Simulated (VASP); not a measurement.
A run of VASP 6.6.1 is set up as follows.

Contents of INCAR:

```
ALGO = Normal
EDIFF = 1E-6
EDIFFG = -0.005
ENCUT = 600
GGA = PE
IBRION = 2
ISIF = 3
ISMEAR = 0
LASPH = T
LCHARG = F
LREAL = F
LWAVE = F
NELM = 100
NSW = 100
PREC = Accurate
SIGMA = 0.02
```

File KPOINTS:

```
k-points
0
Gamma
  12 12 2
```

POSCAR

```
WS2
1.0
    3.1842228900      0.0000000000      0.0000000000
   -1.5921114500      2.7576179200      0.0000000000
    0.0000000000      0.0000000000     12.9782823600
W S
2 4
Direct
    0.3333333300      0.6666666700      0.2500000000
    0.6666666700      0.3333333300      0.7500000000
    0.3333333300      0.6666666700      0.6298049400
    0.6666666700      0.3333333300      0.1298049400
    0.3333333300      0.6666666700      0.8701950600
    0.6666666700      0.3333333300      0.3701950600
```

Potentials or basis: VASP PAW PBE potentials, release 64 (W_sv, S).

Run with:

```bash
$ cat potpaw_PBE.64/W_sv/POTCAR potpaw_PBE.64/S/POTCAR > POTCAR
$ mpirun -np 1 vasp_std > vasp.out
```

Question: Predict the relaxed volume.

Answer: 21.04 Å³/atom.

Question: What does it give for the band gap on the k mesh?

Answer: 1.58 eV (least direct gap 1.79 eV).

Question: Predict the space group after relaxing (to 0.1 Å).

Answer: P6_3/mmc (No. 194).

Final structure:
```xyz
6
Lattice="3.1874 0.0000 0.0000 -1.5937 2.7604 0.0000 0.0000 0.0000 14.3472" Properties=species:S:1:pos:R:3 pbc="T T T"
W     0.0000    1.8403    3.5868
W     1.5937    0.9201   10.7604
S     0.0000    1.8403    9.1891
S     1.5937    0.9201    2.0155
S     0.0000    1.8403   12.3317
S     1.5937    0.9201    5.1581
```

Caveat: spin-orbit coupling is left out, which moves the levels of the heavy elements; this functional lacks dispersion, which binds layers or chains, so the pressure and a relaxed spacing across them are unreliable. A k mesh can miss the band edges.
